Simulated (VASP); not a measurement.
# AlAs3 (Aem2) in VASP: single point with PBE

Aim: the single point of AlAs3 with PBE.

Program: VASP 6.6.1. These are calculated values, not measurements. Logs are shortened: lines on timing, memory, paths and dates and some standing lists are left out, and cuts for length are marked.

## Step 1: The cell of the first run

It takes space group Aem2 (No. 39, orthorhombic). The conventional cell has a = 5.690 Å, b = 7.558 Å, c = 7.638 Å, α = 90.00°, β = 90.00°, γ = 90.00°. Within 3.4 Å of Al (site symmetry m) lie 6 As at 2.60 to 3.10 Å. As (site symmetry 1) has 4 As at 2.47 to 3.23 Å and 2 Al at 2.67 to 2.75 Å within 3.3 Å. Within 3.3 Å of As (site symmetry m) lie 4 As at 2.51 to 2.89 Å and 2 Al at 2.60 to 3.10 Å.

## Step 2: Single point, PBE

Contents of INCAR:

```
  ALGO = Normal
  EDIFF = 1E-6
  ENCUT = 520
  GGA = PE
  ISIF = 2
  ISMEAR = 0
  LASPH = T
  LCHARG = T
  LELF = T
  LREAL = F
  LVHAR = T
  LWAVE = F
  NBANDS = 28
  NELM = 80
  PREC = Accurate
  SIGMA = 0.1
```

Contents of KPOINTS:

```
k-points
0
Gamma
  8 8 8
```

Contents of POSCAR:

```
AlAs3
1.0
    5.6904176486      0.0000000000      0.0000000000
    0.0000000000      3.7788949535      3.8189168402
    0.0000000000     -3.7788949535      3.8189168402
Al As
2 6
Direct
    0.2212162838      0.0664072826      0.5664072826
    0.7787837162      0.5664072826      0.0664072826
    0.7164366901      0.5445899775      0.5593277276
    0.2835633099      0.5593277276      0.5445899775
    0.7655269846      0.0798627083      0.5798627083
    0.7164366901      0.0593277276      0.0445899775
    0.2344730154      0.5798627083      0.0798627083
    0.2835633099      0.0445899775      0.0593277276
```

Potentials or basis: VASP PAW PBE potentials, release 64 (Al, As).

Started as:

```sh
$ cat potpaw_PBE.64/Al/POTCAR potpaw_PBE.64/As/POTCAR > POTCAR
$ mpirun -np 1 vasp_std > vasp.out
```

OUTCAR:

```text
EDIFF = 1E-6
   ENCUT = 520
   GGA = PE
   ISIF = 2
   ISMEAR = 0
   LASPH = T
   LREAL = F
   NELM = 80
   PREC = Accurate

 ion  position               nearest neighbor table
   1  0.221  0.066  0.566-   5 2.60   4 2.67   8 2.67   8 2.75   4 2.75   5 3.10
   2  0.779  0.566  0.066-   7 2.60   6 2.67   3 2.67   3 2.75   6 2.75   7 3.10
   3  0.716  0.545  0.559-   4 2.47   5 2.51   2 2.67   2 2.75   5 2.89
   4  0.284  0.559  0.545-   3 2.47   7 2.51   1 2.67   1 2.75   7 2.89
   5  0.766  0.080  0.580-   3 2.51   6 2.51   1 2.60   6 2.89   3 2.89   1 3.10
   6  0.716  0.059  0.045-   8 2.47   5 2.51   2 2.67   2 2.75   5 2.89
   7  0.234  0.580  0.080-   4 2.51   8 2.51   2 2.60   4 2.89   8 2.89   2 3.10
   8  0.284  0.045  0.059-   6 2.47   7 2.51   1 2.67   1 2.75   7 2.89

  LATTYP: Found a base centered orthorhombic cell.
 ALAT       =     7.5577899070
 B/A-ratio  =     1.0105908969
 C/A-ratio  =     0.7529208563

  Lattice vectors:

 A1 = (   0.0000000000,   3.7788949535,  -3.8189168402)
 A2 = (   0.0000000000,   3.7788949535,   3.8189168402)
 A3 = (   5.6904176486,   0.0000000000,   0.0000000000)

Analysis of symmetry for initial positions (statically):
=====================================================================
 Subroutine PRICEL returns:
 Original cell was already a primitive cell.

 Routine SETGRP: Setting up the symmetry group for a
 base centered orthorhombic supercell.

 Subroutine GETGRP returns: Found  4 space group operations
 (whereof  2 operations were pure point group operations)
 out of a pool of  8 trial point group operations.

The static configuration has the point symmetry C_2 .
 The point group associated with its full space group is C_2v.

Analysis of symmetry for dynamics (positions and initial velocities):
=====================================================================
 Subroutine PRICEL returns:
 Original cell was already a primitive cell.

 Routine SETGRP: Setting up the symmetry group for a
 base centered orthorhombic supercell.

 Subroutine GETGRP returns: Found  4 space group operations
 (whereof  2 operations were pure point group operations)
 out of a pool of  8 trial point group operations.

The dynamic configuration has the point symmetry C_2 .
 The point group associated with its full space group is C_2v.

 Subroutine INISYM returns: Found  4 space group operations
 (whereof  2 operations are pure point group operations),
 and found     1 'primitive' translations

----------------------------------------------------------------------------------------

                                     Primitive cell

  volume of cell :     164.2401

  direct lattice vectors                    reciprocal lattice vectors
     5.690417649  0.000000000  0.000000000     0.175734025  0.000000000  0.000000000
     0.000000000  3.778894954  3.818916840     0.000000000  0.132313813  0.130927177
     0.000000000 -3.778894954  3.818916840     0.000000000 -0.132313813  0.130927177

  length of vectors
     5.690417649  5.372538776  5.372538776     0.175734025  0.186142071  0.186142071

  position of ions in fractional coordinates (direct lattice)
     0.221216284  0.066407283  0.566407283
     0.778783716  0.566407283  0.066407283
     0.716436690  0.544589978  0.559327728
     0.283563310  0.559327728  0.544589978
     0.765526985  0.079862708  0.579862708
     0.716436690  0.059327728  0.044589978
     0.234473015  0.579862708  0.079862708
     0.283563310  0.044589978  0.059327728

  ion indices of the primitive-cell ions
   primitive index   ion index
                 1           1
                 2           2
                 3           3
                 4           4
                 5           5
                 6           6
                 7           7
                 8           8

----------------------------------------------------------------------------------------

 KPOINTS: k-points

Automatic generation of k-mesh.
 Grid dimensions read from file:
 generate k-points for:    8    8    8

 Generating k-lattice:

  Cartesian coordinates                     Fractional coordinates (reciprocal lattice)
     0.021966753  0.000000000  0.000000000     0.125000000  0.000000000  0.000000000
     0.000000000  0.016539227  0.016365897     0.000000000  0.125000000 -0.000000000
     0.000000000 -0.016539227  0.016365897     0.000000000 -0.000000000  0.125000000

  Length of vectors
     0.021966753  0.023267759  0.023267759

  Shift w.r.t. Gamma in fractional coordinates (k-lattice)
     0.000000000  0.000000000  0.000000000

 Subroutine IBZKPT returns following result:
 ===========================================

 Found    105 irreducible k-points:

 Following reciprocal coordinates:
            Coordinates               Weight
  0.000000  0.000000  0.000000      1.000000
  0.125000  0.000000  0.000000      2.000000
  0.250000  0.000000  0.000000      2.000000
  0.375000  0.000000  0.000000      2.000000
  0.500000  0.000000  0.000000      1.000000
  0.000000  0.125000  0.000000      4.000000
[... 16 lines left out ...]
  0.250000  0.500000  0.000000      4.000000
  0.375000  0.500000  0.000000      4.000000
 [... further k-points ...]
   k-points           NKPTS =    105   k-points in BZ     NKDIM =    105   number of bands    NBANDS=     28
   number of dos      NEDOS =    301   number of ions     NIONS =      8
   total plane-waves  NPLWV =  67200
   dimension x,y,z NGX =    42 NGY =   40 NGZ =   40
   dimension x,y,z NGXF=    84 NGYF=   80 NGZF=   80
   ions per type =               2   6
   NGX,Y,Z   is equivalent  to a cutoff of  12.27, 12.38, 12.38 a.u.
   NGXF,Y,Z  is equivalent  to a cutoff of  24.54, 24.75, 24.75 a.u.
 SYSTEM =  unknown system
   PREC   = accura    normal or accurate (medium, high low for compatibility)
   ISTART =      0    job   : 0-new  1-cont  2-samecut
   ICHARG =      2    charge: 1-file 2-atom 10-const
   ISPIN  =      1    spin polarized calculation?
   LNONCOLLINEAR =      F non collinear calculations
   LSORBIT =      F    spin-orbit coupling
   LASPH  =      T    aspherical Exc in radial PAW
   ENCUT  =  520.0 eV  38.22 Ry    6.18 a.u.  10.58  9.99  9.99*2*pi/ulx,y,z
   NELM   =     80;   NELMIN=  2; NELMDL= -5     # of ELM steps
   EDIFF  = 0.1E-05   stopping-criterion for ELM
   LREAL  =      F    real-space projection
   EDIFFG = 0.1E-04   stopping-criterion for IOM
   NSW    =      0    number of steps for IOM
   IBRION =     -1    ionic relax: 0-MD 1-quasi-New 2-CG
   NFREE  =      0    steps in history (QN), initial steepest desc. (CG)
   ISIF   =      2    stress and relaxation
   ISYM   =      2    0-nonsym 1-usesym 2-fastsym
   POTIM  = 0.5000    time-step for ionic-motion
   TEBEG  =    0.0;   TEEND  =   0.0 temperature during run
   PSTRESS=    0.0 pullay stress
   NELECT =      36.0000    total number of electrons
   NUPDOWN=      -1.0000    fix difference up-down
   EMIN   =  10.00;   EMAX   =-10.00  energy-range for DOS
   EFERMI =   0.00;   METHOD = LEGACY
   ISMEAR =     0;   SIGMA  =   0.10  broadening in eV -4-tet -1-fermi 0-gaus
   EFERMI_NEDOS =   21; number of points for ismear=-14 and -15
   IALGO  =     38    algorithm
   IMIX   =      4    mixing-type and parameters
     AMIX     =   0.40;   BMIX     =  1.00
     AMIX_MAG =   1.60;   BMIX_MAG =  1.00
  volume/ion in A,a.u.               =      20.53       138.54
  Fermi-wavevector in a.u.,A,eV,Ry     =   0.987073  1.865298 13.256335  0.974313
  Thomas-Fermi vector in A             =   2.118500
   LORBIT       =      0    0 simple, 1 ext, 2 COOP (PROOUT), +10 PAW based schemes
   GGA     = PE    functional components
   LHFCALC =     F    Hartree Fock is set to
   AEXX    =    0.0000 exact exchange contribution
   IVDW    =     0    specifies the selected vdW correction
   LEPSILON=     F    determine dielectric tensor
   LRPA    =     F    only Hartree local field effects (RPA)
 non-spin polarized calculation
 Gauss-broadening in eV      SIGMA  =   0.10
  energy-cutoff  :      520.00
  volume of cell :      164.24
 maximum number of plane-waves:      4440
   NGX = 21   NGY = 19   NGZ = 19

 number of electron      35.9999997 magnetization

 Free energy of the ion-electron system (eV)
  ---------------------------------------------------
  ext. energy  EPLUGINS =         0.00000000
  ---------------------------------------------------
  free energy    TOTEN  =       -36.17145040 eV

  energy without entropy =      -36.16518251  energy(sigma->0) =      -36.16831645

 E-fermi :   5.4264     XC(G=0):  -9.9646

 val. band max:        5.4214794013   @ k =   0.0000   0.5000   0.3750
 cond. band min:       5.4642231914   @ k =   0.2500   0.1250   0.1250
 fundamental gap:      0.0427437901
 Fermi energy:         5.4264316153

 k-point     1 :       0.0000    0.0000    0.0000
  band No.  band energies     occupation
      1      -8.6286      2.00000
      2      -6.4677      2.00000
      3      -6.2389      2.00000
      4      -3.2153      2.00000
      5      -3.1597      2.00000
      6      -2.9552      2.00000
[... 20 lines left out ...]
     27      10.8251      0.00000
     28      11.3921      0.00000

 k-point     2 :       0.1250    0.0000    0.0000
  band No.  band energies     occupation
      1      -8.5775      2.00000
      2      -6.5743      2.00000
      3      -6.1984      2.00000
      4      -3.3993      2.00000
      5      -3.3093      2.00000
      6      -2.7515      2.00000
[... 20 lines left out ...]
     27      10.6105      0.00000
     28      10.7922      0.00000

 k-point     3 :       0.2500    0.0000    0.0000
  band No.  band energies     occupation
      1      -8.4309      2.00000
      2      -6.8514      2.00000
      3      -6.0888      2.00000
      4      -3.6499      2.00000
      5      -3.5581      2.00000
      6      -2.5642      2.00000
[... 616 lines left out ...]
      3      -5.5311      2.00000
      4      -5.5311      2.00000
      5      -3.3475      2.00000
      6      -3.3475      2.00000
[... 20 lines left out ...]
     27      10.3192      0.00000
     28      10.3192      0.00000

 k-point    24 :       0.3750    0.5000    0.0000
  band No.  band energies     occupation
      1      -7.3771      2.00000
      2      -7.3771      2.00000
      3      -5.7951      2.00000
      4      -5.7951      2.00000
      5      -3.3590      2.00000
      6      -3.3590      2.00000
[... 20 lines left out ...]
     27      10.4882      0.00000
     28      10.4909      0.00000

 [... further k-points ...]

------------------------ aborting loop because EDIFF is reached ----------------------------------------

  FORCE on cell =-STRESS in cart. coord.  units (eV):
  Direction    XX          YY          ZZ          XY          YZ          ZX
  --------------------------------------------------------------------------------------
  -------------------------------------------------------------------------------------
  Total        0.2113963      0.2086314      0.1896674      0.0000000      0.0000000      0.0000000
  in kB        2.0621909      2.0352184      1.8502235      0.0000000      0.0000000      0.0000000
  external PRESSURE =       1.9825443 kB  Pullay stress =       0.0000000 kB

 VOLUME and BASIS-vectors are now :
 -----------------------------------------------------------------------------
  energy-cutoff  :      520.00
  volume of cell :      164.24
      direct lattice vectors                 reciprocal lattice vectors
     5.690417649  0.000000000  0.000000000     0.175734025  0.000000000  0.000000000
     0.000000000  3.778894954  3.818916840     0.000000000  0.132313813  0.130927177
     0.000000000 -3.778894954  3.818916840     0.000000000 -0.132313813  0.130927177

 POSITION                                       TOTAL-FORCE (eV/Angst)
 -----------------------------------------------------------------------------------
      1.25881     -1.88945      2.41667         0.002837      0.000000     -0.002372
      4.43160      1.88945      2.41667        -0.002837      0.000000     -0.002372
      4.07682     -0.05569      4.21577         0.028366      0.017181      0.021376
      1.61359      0.05569      4.21577        -0.028366     -0.017181      0.021376
      4.35617     -1.88945      2.51944         0.000980      0.000000     -0.040380
      4.07682      0.05569      0.39685         0.028366     -0.017181      0.021376
      1.33425      1.88945      2.51944        -0.000980      0.000000     -0.040380
      1.61359     -0.05569      0.39685        -0.028366      0.017181      0.021376
 -----------------------------------------------------------------------------------
    total drift:                               -0.000000     -0.000000     -0.000013

  FREE ENERGIE OF THE ION-ELECTRON SYSTEM (eV)
  ---------------------------------------------------
  free  energy   TOTEN  =       -36.1714503967 eV

  energy  without entropy=      -36.1651825075  energy(sigma->0) =      -36.16831645
```

It took 2.3 min on 1 thread of Intel Xeon 6975P-C (Granite Rapids), shared host; peak memory 0.5 GiB.

What came out:

```
Free energy            : -36.1715 eV
Pressure               : 0.2 GPa
Largest force          : 0.040 eV/Å
Band gap on the k mesh : zero (bands 18 and 19 overlap by 1.27 eV)
```

Forces in eV/Å, atoms in the order of the input:
```
Al   0.003  0.000 -0.002
Al  -0.003  0.000 -0.002
As   0.028  0.017  0.021
As  -0.028 -0.017  0.021
As   0.001  0.000 -0.040
As   0.028 -0.017  0.021
As  -0.001  0.000 -0.040
As  -0.028  0.017  0.021
```

Levels at points of the mesh, in eV from the Fermi level:
| k point | band 14 | band 15 | band 16 | band 17 | band 18 | band 19 | band 20 | band 21 | band 22 | band 23 |
| --- | --- | --- | --- | --- | --- | --- | --- | --- | --- | --- |
| (0.00, 0.00, 0.00) | -2.56 | -2.40 | -1.67 | -0.84 | -0.83 | -0.59 | -0.54 | 2.17 | 2.25 | 2.64 |
| (0.50, 0.00, 0.00) | -2.32 | -2.30 | -1.95 | -1.87 | -0.98 | -0.41 | 1.75 | 1.86 | 3.17 | 3.51 |
| (0.00, 0.50, 0.00) | -2.48 | -2.22 | -2.22 | -0.79 | -0.79 | 0.97 | 0.97 | 3.10 | 3.10 | 3.26 |
| (0.50, 0.50, 0.00) | -2.09 | -1.01 | -1.01 | -0.50 | -0.50 | 0.30 | 0.30 | 1.79 | 1.79 | 3.68 |
| (0.00, 0.50, 0.50) | -1.57 | -0.42 | -0.12 | 0.10 | 0.19 | 0.65 | 0.87 | 1.06 | 1.34 | 3.58 |
| (0.50, 0.50, 0.50) | -1.03 | -0.34 | -0.12 | -0.07 | 0.32 | 0.56 | 0.68 | 0.84 | 1.01 | 1.07 |
